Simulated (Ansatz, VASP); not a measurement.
## Two plane-wave programs on Rh

File POSCAR:

```
Rh
1.0
    0.0000000000      1.9014762304      1.9014762304
    1.9014762304      0.0000000000      1.9014762304
    1.9014762304      1.9014762304      0.0000000000
Rh
1
Direct
    0.0000000000      0.0000000000      0.0000000000
```

The input INCAR.step1:

```
SYSTEM = Rh
  PREC = Accurate
  ENCUT = 600
  ISMEAR = -1
  SIGMA = 0.05
  LREAL = .FALSE.
  LASPH = .TRUE.
  NELM = 60
  GGA = PE
  ALGO = Normal
  EDIFF = 1E-4
  LWAVE = .TRUE.
  LCHARG = .FALSE.
```

File INCAR.step2:

```
SYSTEM = Rh
  PREC = Accurate
  ENCUT = 600
  EDIFF = 1E-6
  ISMEAR = -1
  SIGMA = 0.05
  LREAL = .FALSE.
  LASPH = .TRUE.
  NELM = 60
  ALGO = Normal
  ISIF = 3
  LWAVE = .FALSE.
  LCHARG = .FALSE.
  METAGGA = R2SCAN
  LMIXTAU = .TRUE.
  IBRION = 2
  NSW = 60
  EDIFFG = -0.005
  ISTART = 1
```

Contents of KPOINTS:

```
regular mesh
0
G
  20 20 20
  0 0 0
```

Input for Ansatz:

```yaml
crystal:
  lattice:
    - [0.0, 1.9014762304, 1.9014762304]
    - [1.9014762304, 0.0, 1.9014762304]
    - [1.9014762304, 1.9014762304, 0.0]
  atoms:
    - { symbol: Rh, position: [0.0, 0.0, 0.0] }
kpoints:
  mp_grid: { grid: [20, 20, 20] }
scf:
  occupations: { method: fermi_dirac, width: 0.05 }
hamiltonian:
  xc: r2scan
  pseudopotentials: { kind: paw }
output:
  forces: true
  stress: true
relax:
  f_tol: 0.005
  max_steps: 40
  cell: {}
```

Alike in both runs: task relaxation of cell and atoms; functional r2SCAN; k mesh 20 × 20 × 20; occupations fermi-dirac, width 0.05 eV; no spin polarisation.

|  | VASP | Ansatz |
| --- | --- | --- |
| version | VASP 6.6.1 | Ansatz 0.2.0 |
| potentials or method | VASP PAW PBE potentials, release 64 (Rh_pv) | PAW with Ansatz's default frozen-core files, scalar-relativistic |
| plane-wave cutoff (eV) | 600 | 500 |
| valence electrons in the cell | 15 | 17 |

Ansatz gave:

* relaxed volume (Å³/atom): 13.72
* relaxed length of the cell vector where the two differ most in proportion (Å): 2.687

**Question.** Estimate VASP's values.

**Answer.** Relaxed volume (Å³/atom): 13.77; relaxed length of the cell vector where the two differ most in proportion (Å): 2.691.

VASP's potentials were made for PBE, not for r2SCAN. VASP's potentials hold 15 valence electrons a cell and Ansatz's 17, so a difference there can come from the potentials and not from the codes.
